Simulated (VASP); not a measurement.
# Ge2Sb2Te5 (P-3m1) in VASP: a series of runs, part 2 of 2

VASP 6.6.1. The steps go on from the part before.

## Step 4: Single point, PBE

This run uses another cell than the first one, of 31.28 Å³/atom.

Contents of INCAR:

```
PREC = Accurate
ENCUT = 520
EDIFF = 1E-6
ISMEAR = 0
SIGMA = 0.01
LREAL = False
LASPH = True
NELM = 60
ALGO = Normal
ISIF = 2
LWAVE = False
LCHARG = False
GGA = PE
NBANDS = 44
```

Contents of KPOINTS:

```
regular mesh
0
Gamma
  9 9 2
```

Contents of POSCAR:

```
Ge2Sb2Te5
1.0
    4.2933874568      0.0000000000      0.0000000000
   -2.1466937284      3.7181826059      0.0000000000
    0.0000000000      0.0000000000     17.6337927593
Ge Sb Te
2 2 5
Direct
    0.3333333333      0.6666666667      0.9017876724
    0.6666666667      0.3333333333      0.0982123276
    0.0000000000      0.0000000000      0.6905814268
    0.0000000000      0.0000000000      0.3094185732
    0.0000000000      0.0000000000      0.0000000000
    0.6666666667      0.3333333333      0.8059107196
    0.3333333333      0.6666666667      0.1940892804
    0.3333333333      0.6666666667      0.5935882058
    0.6666666667      0.3333333333      0.4064117942
```

Potentials or basis: VASP PAW PBE potentials, release 64 (Ge_d, Sb, Te).

On the command line:

```bash
cat potpaw_PBE.64/Ge_d/POTCAR potpaw_PBE.64/Sb/POTCAR potpaw_PBE.64/Te/POTCAR > POTCAR
mpirun -np 1 vasp_std > vasp.out
```

OUTCAR:

```text
PREC = Accurate
   ENCUT = 520
   EDIFF = 1E-6
   ISMEAR = 0
   LREAL = False
   LASPH = True
   NELM = 60
   ISIF = 2
   GGA = PE

 ion  position               nearest neighbor table
   1  0.333  0.667  0.902-   6 3.00   6 3.00   6 3.00   5 3.02   5 3.02   5 3.02
   2  0.667  0.333  0.098-   7 3.00   7 3.00   7 3.00   5 3.02   5 3.02   5 3.02
   3  0.000  0.000  0.691-   8 3.01   8 3.01   8 3.01   6 3.21   6 3.21   6 3.21
   4  0.000  0.000  0.309-   9 3.01   9 3.01   9 3.01   7 3.21   7 3.21   7 3.21
   5  0.000  0.000  0.000-   1 3.02   2 3.02   2 3.02   1 3.02   2 3.02   1 3.02
   6  0.667  0.333  0.806-   1 3.00   1 3.00   1 3.00   3 3.21   3 3.21   3 3.21
   7  0.333  0.667  0.194-   2 3.00   2 3.00   2 3.00   4 3.21   4 3.21   4 3.21
   8  0.333  0.667  0.594-   3 3.01   3 3.01   3 3.01
   9  0.667  0.333  0.406-   4 3.01   4 3.01   4 3.01

  LATTYP: Found a hexagonal cell.
 ALAT       =     4.2933874568
 C/A-ratio  =     4.1071980893

  Lattice vectors:

 A1 = (   4.2933874568,   0.0000000000,   0.0000000000)
 A2 = (  -2.1466937284,   3.7181826059,   0.0000000000)
[... 197 lines left out ...]
 k-point     1 :       0.0000    0.0000    0.0000
  band No.  band energies     occupation
      1     -19.0640      2.00000
      2     -19.0640      2.00000
      3     -19.0634      2.00000
      4     -19.0634      2.00000
      5     -19.0599      2.00000
      6     -19.0597      2.00000
[... 1117 lines left out ...]
     43       9.8010      0.00000
     44      10.7884      0.00000

------------------------ aborting loop because EDIFF is reached ----------------------------------------

  FORCE on cell =-STRESS in cart. coord.  units (eV):
  Direction    XX          YY          ZZ          XY          YZ          ZX
  --------------------------------------------------------------------------------------
  -------------------------------------------------------------------------------------
  Total       -0.3708961     -0.3708961     -0.3119811      0.0000000      0.0000000     -0.0000000
  in kB       -2.1109906     -2.1109906     -1.7756705      0.0000000      0.0000000     -0.0000000
  external PRESSURE =      -1.9992173 kB  Pullay stress =       0.0000000 kB

 VOLUME and BASIS-vectors are now :
 -----------------------------------------------------------------------------
  energy-cutoff  :      520.00
  volume of cell :      281.50
      direct lattice vectors                 reciprocal lattice vectors
     4.293387457  0.000000000  0.000000000     0.232916318  0.134474299  0.000000000
    -2.146693728  3.718182606  0.000000000     0.000000000  0.268948598  0.000000000
     0.000000000  0.000000000 17.633792759     0.000000000  0.000000000  0.056709298

 POSITION                                       TOTAL-FORCE (eV/Angst)
 -----------------------------------------------------------------------------------
     -0.00000      2.47879     15.90194        -0.000000      0.000000     -0.006845
      2.14669      1.23939      1.73186        -0.000000     -0.000000      0.006845
      0.00000      0.00000     12.17757         0.000000      0.000000      0.016551
      0.00000      0.00000      5.45622         0.000000     -0.000000     -0.016551
      0.00000      0.00000      0.00000         0.000000      0.000000      0.000000
      2.14669      1.23939     14.21126         0.000000      0.000000     -0.010885
     -0.00000      2.47879      3.42253         0.000000      0.000000      0.010885
     -0.00000      2.47879     10.46721         0.000000     -0.000000     -0.012906
      2.14669      1.23939      7.16658        -0.000000      0.000000      0.012906
 -----------------------------------------------------------------------------------
    total drift:                                0.000000     -0.000000      0.000000

  FREE ENERGIE OF THE ION-ELECTRON SYSTEM (eV)
  ---------------------------------------------------
  free  energy   TOTEN  =       -33.9984325148 eV

  energy  without entropy=      -33.9984325148  energy(sigma->0) =      -33.99843251
```

Wall time 7.1 min (1 thread of Intel Xeon Platinum 8259CL at 2.50GHz (Skylake/Cascade Lake), shared host); peak memory 0.53 GiB.

Results:

- Free energy: -33.9984 eV
- Pressure: -0.2 GPa
- Largest force: 0.017 eV/Å
- Band gap on the k mesh: 0.58 eV

Forces in eV/Å, atoms in the order of the input:
```
Ge   0.000  0.000 -0.007
Ge   0.000  0.000  0.007
Sb   0.000  0.000  0.017
Sb   0.000  0.000 -0.017
Te   0.000  0.000  0.000
Te   0.000  0.000 -0.011
Te   0.000  0.000  0.011
Te   0.000  0.000 -0.013
Te   0.000  0.000  0.013
```

Caveat: spin-orbit coupling is left out, which moves the levels of the heavy elements; an odd mesh through Γ misses points on the zone boundary, where band edges can lie; this functional lacks dispersion, which binds the layers, so the pressure and a relaxed spacing across them are unreliable.

## Step 5: Single point, PBE

This run uses another cell than the first one, of 31.28 Å³/atom.

INCAR is that of step 4.

KPOINTS is that of step 4.

Contents of POSCAR:

```
Ge2Sb2Te5
1.0
    4.2933874809      0.0000000000      0.0000000000
   -2.1466937405      3.7181826268      0.0000000000
    0.0000000000      0.0000000000     17.6337926434
Ge Sb Te
2 2 5
Direct
    0.3333333333      0.6666666667      0.9017876724
    0.6666666667      0.3333333333      0.0982123276
    0.0000000000      0.0000000000      0.6905814319
    0.0000000000      0.0000000000      0.3094185681
    0.0000000000      0.0000000000      0.0000000000
    0.6666666667      0.3333333333      0.8059107218
    0.3333333333      0.6666666667      0.1940892782
    0.3333333333      0.6666666667      0.5935882123
    0.6666666667      0.3333333333      0.4064117877
```

Potentials or basis: VASP PAW PBE potentials, release 64 (Ge_d, Sb, Te).

On the command line:

```bash
cat potpaw_PBE.64/Ge_d/POTCAR potpaw_PBE.64/Sb/POTCAR potpaw_PBE.64/Te/POTCAR > POTCAR
mpirun -np 1 vasp_std > vasp.out
```

OUTCAR:

```text
PREC = Accurate
   ENCUT = 520
   EDIFF = 1E-6
   ISMEAR = 0
   LREAL = False
   LASPH = True
   NELM = 60
   ISIF = 2
   GGA = PE

 ion  position               nearest neighbor table
   1  0.333  0.667  0.902-   6 3.00   6 3.00   6 3.00   5 3.02   5 3.02   5 3.02
   2  0.667  0.333  0.098-   7 3.00   7 3.00   7 3.00   5 3.02   5 3.02   5 3.02
   3  0.000  0.000  0.691-   8 3.01   8 3.01   8 3.01   6 3.21   6 3.21   6 3.21
   4  0.000  0.000  0.309-   9 3.01   9 3.01   9 3.01   7 3.21   7 3.21   7 3.21
   5  0.000  0.000  0.000-   1 3.02   2 3.02   2 3.02   1 3.02   2 3.02   1 3.02
   6  0.667  0.333  0.806-   1 3.00   1 3.00   1 3.00   3 3.21   3 3.21   3 3.21
   7  0.333  0.667  0.194-   2 3.00   2 3.00   2 3.00   4 3.21   4 3.21   4 3.21
   8  0.333  0.667  0.594-   3 3.01   3 3.01   3 3.01
   9  0.667  0.333  0.406-   4 3.01   4 3.01   4 3.01

  LATTYP: Found a hexagonal cell.
 ALAT       =     4.2933874809
 C/A-ratio  =     4.1071980393

  Lattice vectors:

 A1 = (   4.2933874809,   0.0000000000,   0.0000000000)
 A2 = (  -2.1466937405,   3.7181826268,   0.0000000000)
[... 197 lines left out ...]
 k-point     1 :       0.0000    0.0000    0.0000
  band No.  band energies     occupation
      1     -19.0640      2.00000
      2     -19.0640      2.00000
      3     -19.0634      2.00000
      4     -19.0634      2.00000
      5     -19.0599      2.00000
      6     -19.0597      2.00000
[... 1117 lines left out ...]
     43       9.8010      0.00000
     44      10.7884      0.00000

------------------------ aborting loop because EDIFF is reached ----------------------------------------

  FORCE on cell =-STRESS in cart. coord.  units (eV):
  Direction    XX          YY          ZZ          XY          YZ          ZX
  --------------------------------------------------------------------------------------
  -------------------------------------------------------------------------------------
  Total       -0.3708959     -0.3708959     -0.3119790      0.0000000      0.0000000      0.0000000
  in kB       -2.1109894     -2.1109894     -1.7756581      0.0000000      0.0000000      0.0000000
  external PRESSURE =      -1.9992123 kB  Pullay stress =       0.0000000 kB

 VOLUME and BASIS-vectors are now :
 -----------------------------------------------------------------------------
  energy-cutoff  :      520.00
  volume of cell :      281.50
      direct lattice vectors                 reciprocal lattice vectors
     4.293387481  0.000000000  0.000000000     0.232916317  0.134474298  0.000000000
    -2.146693740  3.718182627  0.000000000     0.000000000  0.268948597  0.000000000
     0.000000000  0.000000000 17.633792643     0.000000000  0.000000000  0.056709298

 POSITION                                       TOTAL-FORCE (eV/Angst)
 -----------------------------------------------------------------------------------
     -0.00000      2.47879     15.90194         0.000000      0.000000     -0.006845
      2.14669      1.23939      1.73186        -0.000000     -0.000000      0.006845
      0.00000      0.00000     12.17757         0.000000     -0.000000      0.016551
      0.00000      0.00000      5.45622         0.000000     -0.000000     -0.016551
      0.00000      0.00000      0.00000         0.000000     -0.000000      0.000000
      2.14669      1.23939     14.21126        -0.000000     -0.000000     -0.010885
     -0.00000      2.47879      3.42253         0.000000      0.000000      0.010885
     -0.00000      2.47879     10.46721         0.000000      0.000000     -0.012906
      2.14669      1.23939      7.16658         0.000000     -0.000000      0.012906
 -----------------------------------------------------------------------------------
    total drift:                               -0.000000      0.000000      0.000000

  FREE ENERGIE OF THE ION-ELECTRON SYSTEM (eV)
  ---------------------------------------------------
  free  energy   TOTEN  =       -33.9984325146 eV

  energy  without entropy=      -33.9984325146  energy(sigma->0) =      -33.99843251
```

OSZICAR:

```text
N       E                     dE             d eps       ncg     rms          rms(c)
DAV:   1     0.594418138407E+03    0.59442E+03   -0.27301E+04  2660   0.203E+03
DAV:   2     0.641466217551E+02   -0.53027E+03   -0.50906E+03  2256   0.579E+02
DAV:   3    -0.278919646640E+02   -0.92039E+02   -0.88633E+02  2536   0.151E+02
[... 11 lines left out ...]
DAV:  15    -0.339988582928E+02   -0.31358E-04   -0.48349E-06  2516   0.961E-03    0.485E-01
DAV:  16    -0.339984988286E+02    0.35946E-03   -0.35659E-04  2536   0.653E-02    0.378E-01
DAV:  17    -0.339984280988E+02    0.70730E-04   -0.80054E-05  2188   0.295E-02    0.335E-01
DAV:  18    -0.339984322988E+02   -0.41999E-05   -0.61328E-06  2328   0.954E-03    0.327E-01
DAV:  19    -0.339984325146E+02   -0.21586E-06   -0.23305E-07  1292   0.260E-03
   1 F= -.33998433E+02 E0= -.33998433E+02  d E =-.112372E-64
```

It took 7.1 min on 1 thread of Intel Xeon Platinum 8259CL at 2.50GHz (Skylake/Cascade Lake), shared host; peak memory 0.54 GiB.

Results:

* Free energy: -33.9984 eV
* Pressure: -0.2 GPa
* Largest force: 0.017 eV/Å
* Band gap on the k mesh: 0.58 eV

Forces on the atoms (eV/Å):
```
Ge   0.000  0.000 -0.007
Ge   0.000  0.000  0.007
Sb   0.000  0.000  0.017
Sb   0.000  0.000 -0.017
Te   0.000  0.000  0.000
Te   0.000  0.000 -0.011
Te   0.000  0.000  0.011
Te   0.000  0.000 -0.013
Te   0.000  0.000  0.013
```

Caveat: spin-orbit coupling is left out, which moves the levels of the heavy elements; an odd mesh through Γ misses points on the zone boundary, where band edges can lie; this functional lacks dispersion, which binds the layers, so the pressure and a relaxed spacing across them are unreliable.
